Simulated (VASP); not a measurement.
Lu:

```
Lu
1.0
     3.50310    0.00000    0.00000
    -1.75155    3.03377    0.00000
     0.00000    0.00000    5.55090
Lu
2
Direct
  0.33333 0.66667 0.25000
  0.66667 0.33333 0.75000
```

- Program: VASP 6.6.1
- Task: relaxation of cell and atoms
- Functional: PBEsol
- Potentials or basis: VASP PAW PBE potentials, release 64 (Lu)
- Cutoff: 600 eV
- k mesh: 7 × 7 × 4
- Occupations: fermi-dirac, width 0.02 eV
- Spin: no spin polarisation

At the start: pressure -2.9 GPa; volume 29.50 Å³/atom.

Question: Where does the relaxation end?

Answer: Over 14 steps the energy falls by 21.2 meV/atom and the volume is 27.58 Å³/atom (-6.5 %); space group P6_3/mmc (No. 194, to 0.05 Å).

Step by step:
```csv
step,energy change (eV),largest force (eV/Å),pressure (GPa),volume (Å³)
1,0.0000,0.0000,-2.93,58.99
2,-0.0409,0.0000,0.65,54.50
3,-0.0421,0.0000,0.13,55.05
4,-0.0421,0.0000,-0.02,55.13
5,-0.0424,0.0000,0.50,55.18
6,-0.0420,0.0000,0.40,55.27
7,-0.0423,0.0000,-0.35,55.23
8,-0.0424,0.0000,-0.45,55.21
9,-0.0425,0.0000,-0.19,55.20
10,-0.0425,0.0000,-0.20,55.19
11,-0.0423,0.0000,0.17,54.94
12,-0.0424,0.0000,0.13,55.07
13,-0.0425,0.0000,0.07,55.12
14,-0.0425,0.0000,0.01,55.16
```

Final structure:
```
Lu
1.0
     3.44494    0.00000    0.00000
    -1.72247    2.98340    0.00000
     0.00000    0.00000    5.36668
Lu
2
Direct
  0.33333 0.66667 0.25000
  0.66667 0.33333 0.75000
```

Caveat: the PAW data sets were made with another functional, which shifts forces and pressure a little.
